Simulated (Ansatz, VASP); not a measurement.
Two plane-wave programs on Al2O3

Contents of INCAR:

```
SYSTEM = Al2O3
PREC = Accurate
ENCUT = 520
EDIFF = 1E-6
ISMEAR = 0
SIGMA = 0.05
LREAL = .False.
LASPH = .True.
NELM = 100
ALGO = Normal
ISIF = 2
LWAVE = .False.
LCHARG = .False.
GGA = PS
NBANDS = 35
```

File KPOINTS:

```
regular mesh
0
Gamma
  6 6 6
  0 0 0
```

POSCAR

```
Al2O3
1.0
    2.3358509594      1.3486041802      4.5284363933
   -2.3358509594      1.3486041802      4.5284363933
    0.0000000000     -2.6972083604      4.5284363933
Al O
4 6
Direct
    0.8443505149      0.8443505149      0.8443505149
    0.6556494851      0.6556494851      0.6556494851
    0.1556494851      0.1556494851      0.1556494851
    0.3443505149      0.3443505149      0.3443505149
    0.0558571577      0.4441428423      0.7500000000
    0.7500000000      0.0558571577      0.4441428423
    0.4441428423      0.7500000000      0.0558571577
    0.9441428423      0.5558571577      0.2500000000
    0.2500000000      0.9441428423      0.5558571577
    0.5558571577      0.2500000000      0.9441428423
```

Input for Ansatz:

```yaml
crystal:
  lattice:
    - [2.3358509594, 1.3486041802, 4.5284363933]
    - [-2.3358509594, 1.3486041802, 4.5284363933]
    - [0.0, -2.6972083604, 4.5284363933]
  atoms:
    - { symbol: Al, position: [0.8443505149, 0.8443505149, 0.8443505149] }
    - { symbol: Al, position: [0.6556494851, 0.6556494851, 0.6556494851] }
    - { symbol: Al, position: [0.1556494851, 0.1556494851, 0.1556494851] }
    - { symbol: Al, position: [0.3443505149, 0.3443505149, 0.3443505149] }
    - { symbol: O, position: [0.0558571577, 0.4441428423, 0.75] }
    - { symbol: O, position: [0.75, 0.0558571577, 0.4441428423] }
    - { symbol: O, position: [0.4441428423, 0.75, 0.0558571577] }
    - { symbol: O, position: [0.9441428423, 0.5558571577, 0.25] }
    - { symbol: O, position: [0.25, 0.9441428423, 0.5558571577] }
    - { symbol: O, position: [0.5558571577, 0.25, 0.9441428423] }
basis:
  ecutwfc: 520.0
kpoints:
  mp_grid: { grid: [6, 6, 6] }
hamiltonian:
  xc: pbesol
  pseudopotentials: { kind: paw, azcp: { folder: soft_1 } }
scf:
  occupations: { method: gaussian, width: 0.05 }
output:
  forces: true
  stress: true
  eigenvalues: true
  write_density: true
  write_potential: true
  elf: true
  volumetric_format: npy
```

Alike in both runs: task single point; functional PBEsol; k mesh 6 × 6 × 6; occupations gaussian, width 0.05 eV; no spin polarisation.

|  | VASP | Ansatz |
| --- | --- | --- |
| version | VASP 6.6.1 | Ansatz 0.2.0 |
| potentials or method | VASP PAW PBE potentials, release 64 (Al, O), cutoff 520 eV | scalar-relativistic, plane waves, PAW |
| valence electrons in the cell | 48 | 48 |

|  | VASP | Ansatz | Ansatz less VASP |
| --- | --- | --- | --- |
| gap on the k mesh at the Fermi level (eV) | 5.91 | 5.91 | -0.005 |
| least direct gap on the mesh (eV) | 5.91 | 5.91 | -0.005 |
| pressure (GPa) | 1.5 | 1.3 | -0.18 |
| traceless stress, the component that is largest in VASP (GPa) | -13.31 | -13.35 | -0.032 |
| rms of the force components (eV/Å) | 0.564 | 0.554 | -0.0098 |

VASP's potentials were made for PBE, not for PBEsol, and Ansatz warns of the same on its side. Atom by atom the forces differ by 0.010 eV/Å (rms over components).
